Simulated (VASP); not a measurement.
# Si (P6_3/mmc) in VASP: single point with LDA

Aim: the single point of Si with LDA.

Program: VASP 6.6.1. These are calculated values, not measurements. Logs are shortened: lines on timing, memory, paths and dates and some standing lists are left out, and cuts for length are marked.

### 1 The cell of the first run

It takes space group P6_3/mmc (No. 194, hexagonal). The conventional cell has a = 3.802 Å, b = 3.802 Å, c = 6.289 Å, α = 90.00°, β = 90.00°, γ = 120.00°. Si (site symmetry 3m) has 4 Si at 2.33 to 2.35 Å within 3.1 Å.

This isn't the form of Si at room conditions, which is diamond.

### 2 Single point, LDA

File INCAR:

```
ALGO = Normal
EDIFF = 1E-6
ENCUT = 520
ISIF = 2
ISMEAR = 0
LASPH = True
LCHARG = True
LELF = True
LREAL = False
LVHAR = True
LWAVE = False
NBANDS = 16
NELM = 80
PREC = Accurate
SIGMA = 0.02
```

File KPOINTS:

```
k-points
0
Gamma
  12 12 6
```

File POSCAR:

```
Si
1.0
    3.8016851345      0.0000000000      0.0000000000
   -1.9008425673      3.2923559037      0.0000000000
    0.0000000000      0.0000000000      6.2886938849
Si
4
Direct
    0.3333333333      0.6666666667      0.0630360465
    0.6666666667      0.3333333333      0.5630360465
    0.3333333333      0.6666666667      0.4369639535
    0.6666666667      0.3333333333      0.9369639535
```

Potentials or basis: VASP PAW LDA potentials, release 64 (Si).

On the command line:

```bash
$ cat potpaw_LDA.64/Si/POTCAR > POTCAR
$ mpirun -np 1 vasp_std > vasp.out
```

OUTCAR:

```text
EDIFF = 1E-6
   ENCUT = 520
   ISIF = 2
   ISMEAR = 0
   LASPH = True
   LREAL = False
   NELM = 80
   PREC = Accurate

 ion  position               nearest neighbor table
   1  0.333  0.667  0.063-   4 2.33   4 2.33   4 2.33   3 2.35
   2  0.667  0.333  0.563-   3 2.33   3 2.33   3 2.33   4 2.35
   3  0.333  0.667  0.437-   2 2.33   2 2.33   2 2.33   1 2.35
   4  0.667  0.333  0.937-   1 2.33   1 2.33   1 2.33   2 2.35

  LATTYP: Found a hexagonal cell.
 ALAT       =     3.8016851345
 C/A-ratio  =     1.6541858840

  Lattice vectors:

 A1 = (   3.8016851345,   0.0000000000,   0.0000000000)
 A2 = (  -1.9008425673,   3.2923559037,   0.0000000000)
 A3 = (   0.0000000000,   0.0000000000,   6.2886938849)

Analysis of symmetry for initial positions (statically):
=====================================================================
 Subroutine PRICEL returns:
 Original cell was already a primitive cell.

 Routine SETGRP: Setting up the symmetry group for a
 hexagonal supercell.

 Subroutine GETGRP returns: Found 24 space group operations
 (whereof 12 operations were pure point group operations)
 out of a pool of 24 trial point group operations.

The static configuration has the point symmetry D_3d.
 The point group associated with its full space group is D_6h.

Analysis of symmetry for dynamics (positions and initial velocities):
=====================================================================
 Subroutine PRICEL returns:
 Original cell was already a primitive cell.

 Routine SETGRP: Setting up the symmetry group for a
 hexagonal supercell.

 Subroutine GETGRP returns: Found 24 space group operations
 (whereof 12 operations were pure point group operations)
 out of a pool of 24 trial point group operations.

The dynamic configuration has the point symmetry D_3d.
 The point group associated with its full space group is D_6h.

 Subroutine INISYM returns: Found 24 space group operations
 (whereof 12 operations are pure point group operations),
 and found     1 'primitive' translations

----------------------------------------------------------------------------------------

                                     Primitive cell

  volume of cell :      78.7124

  direct lattice vectors                    reciprocal lattice vectors
     3.801685135  0.000000000  0.000000000     0.263041247  0.151866935  0.000000000
    -1.900842567  3.292355904  0.000000000     0.000000000  0.303733870  0.000000000
     0.000000000  0.000000000  6.288693885     0.000000000  0.000000000  0.159015531

  length of vectors
     3.801685135  3.801685135  6.288693885     0.303733870  0.303733870  0.159015531

  position of ions in fractional coordinates (direct lattice)
     0.333333333  0.666666667  0.063036047
     0.666666667  0.333333333  0.563036047
     0.333333333  0.666666667  0.436963953
     0.666666667  0.333333333  0.936963953

  ion indices of the primitive-cell ions
   primitive index   ion index
                 1           1
                 2           2
                 3           3
                 4           4

----------------------------------------------------------------------------------------

 KPOINTS: k-points

Automatic generation of k-mesh.
 Grid dimensions read from file:
 generate k-points for:   12   12    6

 Generating k-lattice:

  Cartesian coordinates                     Fractional coordinates (reciprocal lattice)
     0.021920104  0.012655578  0.000000000     0.083333333  0.000000000  0.000000000
     0.000000000  0.025311156  0.000000000     0.000000000  0.083333333  0.000000000
     0.000000000  0.000000000  0.026502589     0.000000000  0.000000000  0.166666667

  Length of vectors
     0.025311156  0.025311156  0.026502589

  Shift w.r.t. Gamma in fractional coordinates (k-lattice)
     0.000000000  0.000000000  0.000000000

 Subroutine IBZKPT returns following result:
 ===========================================

 Found     76 irreducible k-points:

 Following reciprocal coordinates:
            Coordinates               Weight
  0.000000  0.000000  0.000000      1.000000
  0.083333 -0.000000  0.000000      6.000000
  0.166667 -0.000000  0.000000      6.000000
  0.250000  0.000000  0.000000      6.000000
  0.333333 -0.000000  0.000000      6.000000
  0.416667  0.000000  0.000000      6.000000
[... 16 lines left out ...]
  0.250000  0.000000  0.166667     12.000000
  0.333333 -0.000000  0.166667     12.000000
 [... further k-points ...]
   k-points           NKPTS =     76   k-points in BZ     NKDIM =     76   number of bands    NBANDS=     16
   number of dos      NEDOS =    301   number of ions     NIONS =      4
   total plane-waves  NPLWV =  37632
   dimension x,y,z NGX =    28 NGY =   28 NGZ =   48
   dimension x,y,z NGXF=    56 NGYF=   56 NGZF=   96
   ions per type =               4
   NGX,Y,Z   is equivalent  to a cutoff of  12.24, 12.24, 12.69 a.u.
   NGXF,Y,Z  is equivalent  to a cutoff of  24.49, 24.49, 25.38 a.u.
 SYSTEM =  unknown system
   PREC   = accura    normal or accurate (medium, high low for compatibility)
   ISTART =      0    job   : 0-new  1-cont  2-samecut
   ICHARG =      2    charge: 1-file 2-atom 10-const
   ISPIN  =      1    spin polarized calculation?
   LNONCOLLINEAR =      F non collinear calculations
   LSORBIT =      F    spin-orbit coupling
   LASPH  =      T    aspherical Exc in radial PAW
   ENCUT  =  520.0 eV  38.22 Ry    6.18 a.u.   7.07  7.07 11.69*2*pi/ulx,y,z
   NELM   =     80;   NELMIN=  2; NELMDL= -5     # of ELM steps
   EDIFF  = 0.1E-05   stopping-criterion for ELM
   LREAL  =      F    real-space projection
   EDIFFG = 0.1E-04   stopping-criterion for IOM
   NSW    =      0    number of steps for IOM
   IBRION =     -1    ionic relax: 0-MD 1-quasi-New 2-CG
   NFREE  =      0    steps in history (QN), initial steepest desc. (CG)
   ISIF   =      2    stress and relaxation
   ISYM   =      2    0-nonsym 1-usesym 2-fastsym
   POTIM  = 0.5000    time-step for ionic-motion
   TEBEG  =    0.0;   TEEND  =   0.0 temperature during run
   PSTRESS=    0.0 pullay stress
   NELECT =      16.0000    total number of electrons
   NUPDOWN=      -1.0000    fix difference up-down
   EMIN   =  10.00;   EMAX   =-10.00  energy-range for DOS
   EFERMI =   0.00;   METHOD = LEGACY
   ISMEAR =     0;   SIGMA  =   0.02  broadening in eV -4-tet -1-fermi 0-gaus
   EFERMI_NEDOS =   21; number of points for ismear=-14 and -15
   IALGO  =     38    algorithm
   IMIX   =      4    mixing-type and parameters
     AMIX     =   0.40;   BMIX     =  1.00
     AMIX_MAG =   1.60;   BMIX_MAG =  1.00
  volume/ion in A,a.u.               =      19.68       132.79
  Fermi-wavevector in a.u.,A,eV,Ry     =   0.962573  1.818999 12.606436  0.926547
  Thomas-Fermi vector in A             =   2.092044
   LORBIT       =      0    0 simple, 1 ext, 2 COOP (PROOUT), +10 PAW based schemes
   GGA     = CA    functional components
   LHFCALC =     F    Hartree Fock is set to
   AEXX    =    0.0000 exact exchange contribution
   IVDW    =     0    specifies the selected vdW correction
   LEPSILON=     F    determine dielectric tensor
   LRPA    =     F    only Hartree local field effects (RPA)
 non-spin polarized calculation
 Gauss-broadening in eV      SIGMA  =   0.02
  energy-cutoff  :      520.00
  volume of cell :       78.71
 maximum number of plane-waves:      2138
   NGX = 15   NGY = 15   NGZ = 23

 number of electron      15.9999998 magnetization

 Free energy of the ion-electron system (eV)
  ---------------------------------------------------
  ext. energy  EPLUGINS =         0.00000000
  ---------------------------------------------------
  free energy    TOTEN  =       -23.80034236 eV

  energy without entropy =      -23.80034236  energy(sigma->0) =      -23.80034236

 E-fermi :   6.3314     XC(G=0):  -9.6669

 val. band max:        6.2116109166   @ k =   0.0000   0.0000   0.0000
 cond. band min:       6.4802529849   @ k =   0.5000   0.0000   0.0000
 fundamental gap:      0.2686420683
 Fermi energy:         6.3313966064

 k-point     1 :       0.0000    0.0000    0.0000
  band No.  band energies     occupation
      1      -6.1438      2.00000
      2      -3.8027      2.00000
      3      -1.1439      2.00000
      4       4.6668      2.00000
      5       4.6668      2.00000
      6       5.8427      2.00000
[... 8 lines left out ...]
     15      10.3660      0.00000
     16      12.1023      0.00000

 k-point     2 :       0.0833   -0.0000    0.0000
  band No.  band energies     occupation
      1      -6.0613      2.00000
      2      -3.7188      2.00000
      3      -1.0964      2.00000
      4       3.9580      2.00000
      5       4.4909      2.00000
      6       5.5884      2.00000
[... 8 lines left out ...]
     15      10.6827      0.00000
     16      11.5624      0.00000

 k-point     3 :       0.1667   -0.0000    0.0000
  band No.  band energies     occupation
      1      -5.8158      2.00000
      2      -3.4688      2.00000
      3      -0.9799      2.00000
      4       2.7400      2.00000
      5       4.1032      2.00000
      6       4.3528      2.00000
[... 8 lines left out ...]
     15      11.5152      0.00000
     16      11.8174      0.00000

 k-point     4 :       0.2500    0.0000    0.0000
  band No.  band energies     occupation
      1      -5.4149      2.00000
      2      -3.0589      2.00000
      3      -0.9171      2.00000
      4       1.6683      2.00000
      5       3.0276      2.00000
      6       3.6969      2.00000
[... 8 lines left out ...]
     15      12.2137      0.00000
     16      12.6791      0.00000

 k-point     5 :       0.3333   -0.0000    0.0000
  band No.  band energies     occupation
      1      -4.8783      2.00000
      2      -2.5060      2.00000
      3      -1.2170      2.00000
      4       1.1603      2.00000
      5       1.7763      2.00000
      6       3.3699      2.00000
[... 8 lines left out ...]
     15      13.1532      0.00000
     16      13.2924      0.00000

 k-point     6 :       0.4167    0.0000    0.0000
  band No.  band energies     occupation
      1      -4.2710      2.00000
      2      -1.8991      2.00000
      3      -1.8704      2.00000
      4       0.7085      2.00000
      5       1.2616      2.00000
      6       3.1630      2.00000
[... 8 lines left out ...]
     15      12.7303      0.00000
     16      14.0719      0.00000

 k-point     7 :       0.5000    0.0000    0.0000
  band No.  band energies     occupation
      1      -3.9029      2.00000
      2      -2.3328      2.00000
      3      -1.4732      2.00000
      4       0.1656      2.00000
      5       1.4246      2.00000
      6       3.0925      2.00000
[... 8 lines left out ...]
     15      12.6123      0.00000
     16      14.2374      0.00000

 k-point     8 :       0.0833    0.0833    0.0000
  band No.  band energies     occupation
      1      -5.8972      2.00000
      2      -3.5518      2.00000
      3      -1.0134      2.00000
      4       3.1216      2.00000
      5       4.0936      2.00000
      6       4.7465      2.00000
[... 8 lines left out ...]
     15      11.0558      0.00000
     16      11.6199      0.00000

 k-point     9 :       0.1667    0.0833    0.0000
  band No.  band energies     occupation
      1      -5.5735      2.00000
      2      -3.2214      2.00000
      3      -0.9132      2.00000
      4       2.1024      2.00000
      5       3.5375      2.00000
      6       3.5776      2.00000
[... 8 lines left out ...]
     15      11.3547      0.00000
     16      11.8878      0.00000
[... 172 lines left out ...]
 k-point    19 :       0.3333    0.3333    0.0000
  band No.  band energies     occupation
      1      -2.9188      2.00000
      2      -2.9188      2.00000
      3      -0.4165      2.00000
      4      -0.4165      2.00000
      5       0.8649      2.00000
      6       2.5301      2.00000
[... 8 lines left out ...]
     15      12.0168      0.00000
     16      12.0168      0.00000

 k-point    20 :       0.0000    0.0000    0.1667
  band No.  band energies     occupation
      1      -6.0524      2.00000
      2      -4.1386      2.00000
      3      -0.6370      2.00000
      4       4.7374      2.00000
      5       4.7374      2.00000
      6       4.9741      2.00000
[... 8 lines left out ...]
     15      10.1535      0.00000
     16      12.3772      0.00000

 k-point    21 :       0.0833   -0.0000    0.1667
  band No.  band energies     occupation
      1      -5.9700      2.00000
      2      -4.0561      2.00000
      3      -0.5911      2.00000
      4       4.0373      2.00000
      5       4.5626      2.00000
      6       4.8078      2.00000
[... 8 lines left out ...]
     15      10.6285      0.00000
     16      11.9533      0.00000

 k-point    22 :       0.1667   -0.0000    0.1667
  band No.  band energies     occupation
      1      -5.7248      2.00000
      2      -3.8110      2.00000
      3      -0.4843      2.00000
      4       2.8372      2.00000
      5       3.9298      2.00000
      6       4.1766      2.00000
[... 8 lines left out ...]
     15      11.3022      0.00000
     16      11.8979      0.00000

 k-point    23 :       0.2500    0.0000    0.1667
  band No.  band energies     occupation
      1      -5.3245      2.00000
      2      -3.4127      2.00000
      3      -0.4676      2.00000
      4       1.8213      2.00000
      5       2.6862      2.00000
      6       3.7715      2.00000
[... 8 lines left out ...]
     15      12.2795      0.00000
     16      12.5305      0.00000

 k-point    24 :       0.3333   -0.0000    0.1667
  band No.  band energies     occupation
      1      -4.7892      2.00000
      2      -2.8904      2.00000
      3      -0.8759      2.00000
      4       1.4080      2.00000
      5       1.5070      2.00000
      6       3.4452      2.00000
[... 8 lines left out ...]
     15      13.3347      0.00000
     16      13.3833      0.00000

 [... further k-points ...]
[... 5 lines left out ...]
  --------------------------------------------------------------------------------------
  -------------------------------------------------------------------------------------
  Total        0.0367534      0.0367534      0.0398876     -0.0000000      0.0000000      0.0000000
  in kB        0.7481085      0.7481085      0.8119058     -0.0000000      0.0000000      0.0000000
  external PRESSURE =       0.7693742 kB  Pullay stress =       0.0000000 kB

 VOLUME and BASIS-vectors are now :
 -----------------------------------------------------------------------------
  energy-cutoff  :      520.00
  volume of cell :       78.71
      direct lattice vectors                 reciprocal lattice vectors
     3.801685135  0.000000000  0.000000000     0.263041247  0.151866935  0.000000000
    -1.900842567  3.292355904  0.000000000     0.000000000  0.303733870  0.000000000
     0.000000000  0.000000000  6.288693885     0.000000000  0.000000000  0.159015531

 POSITION                                       TOTAL-FORCE (eV/Angst)
 -----------------------------------------------------------------------------------
     -0.00000      2.19490      0.39641        -0.000000      0.000000      0.000973
      1.90084      1.09745      3.54076         0.000000     -0.000000      0.000973
     -0.00000      2.19490      2.74793        -0.000000      0.000000     -0.000973
      1.90084      1.09745      5.89228         0.000000     -0.000000     -0.000973
 -----------------------------------------------------------------------------------
    total drift:                               -0.000000      0.000000     -0.000000

  FREE ENERGIE OF THE ION-ELECTRON SYSTEM (eV)
  ---------------------------------------------------
  free  energy   TOTEN  =       -23.8003423574 eV

  energy  without entropy=      -23.8003423574  energy(sigma->0) =      -23.80034236
```

Wall time 52 s (1 thread of AMD EPYC 7R13 (Zen 3), shared host); peak memory 0.16 GiB.

What came out:

- Free energy: -23.8003 eV
- Pressure: 0.1 GPa
- Band gap on the k mesh: 0.27 eV (least direct gap 1.00 eV)

Levels at points of the mesh, in eV from the valence-band top:
| k point | band 6 | band 7 | band 8 | band 9 | band 10 | band 11 |
| --- | --- | --- | --- | --- | --- | --- |
| (0.00, 0.00, 0.00) | -0.37 | 0.00 | 0.00 | 1.00 | 1.95 | 1.95 |
| (0.50, 0.00, 0.00) | -3.12 | -3.10 | -1.47 | 0.27 | 2.29 | 2.87 |
| (0.00, 0.00, 0.50) | -0.94 | -0.94 | -0.94 | 1.78 | 1.78 | 2.94 |
| (0.50, 0.00, 0.50) | -2.51 | -2.47 | -2.47 | 0.80 | 0.80 | 1.55 |

A k mesh can miss the band edges.
